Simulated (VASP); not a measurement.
Sn2GeP2:

```
Sn Ge P
1.0
    -2.53908    2.53908    4.51330
     2.53908   -2.53908    4.51330
     2.53908    2.53908   -4.51330
Sn Ge P
2 1 2
Direct
  0.15666 0.15666 0.00000
  0.84334 0.84334 0.00000
  0.50000 0.50000 0.00000
  0.75000 0.25000 0.50000
  0.25000 0.75000 0.50000
```

The cell was generated, and may not be a known phase.

```yaml
Program: VASP 6.6.1
Task: relaxation of cell and atoms
Functional: PBE
Potentials_or_basis: VASP PAW PBE potentials, release 64 (Sn_d, Ge_d, P)
Cutoff: 600 eV
k_mesh: 6 × 6 × 6
Occupations: gaussian, width 0.1 eV
Spin: no spin polarisation
```

At the start: pressure 0.4 GPa; volume 23.28 Å³/atom.

How do energy, volume and symmetry change on relaxing?

Over 5 steps the energy falls by 4.5 meV/atom and the volume is 23.54 Å³/atom (+1.1 %); space group I4/mmm (No. 139, to 0.1 Å) before and after.

Step by step:
| step | energy change (eV) | largest force (eV/Å) | pressure (GPa) | volume (Å³) |
| --- | --- | --- | --- | --- |
| 1 | 0.0000 | 0.2126 | 0.37 | 116.39 |
| 2 | -0.0088 | 0.1834 | -0.02 | 117.29 |
| 3 | -0.0160 | 0.1258 | -0.67 | 118.93 |
| 4 | -0.0218 | 0.0353 | -0.24 | 118.15 |
| 5 | -0.0227 | 0.0189 | 0.02 | 117.70 |

Final structure:
```
CELL_PARAMETERS angstrom
-2.57912 2.57912 4.42350
2.57912 -2.57912 4.42350
2.57912 2.57912 -4.42350
ATOMIC_POSITIONS crystal
Sn 0.16195 0.16195 0.00000
Sn 0.83805 0.83805 0.00000
Ge 0.50000 0.50000 0.00000
P 0.75000 0.25000 0.50000
P 0.25000 0.75000 0.50000
```
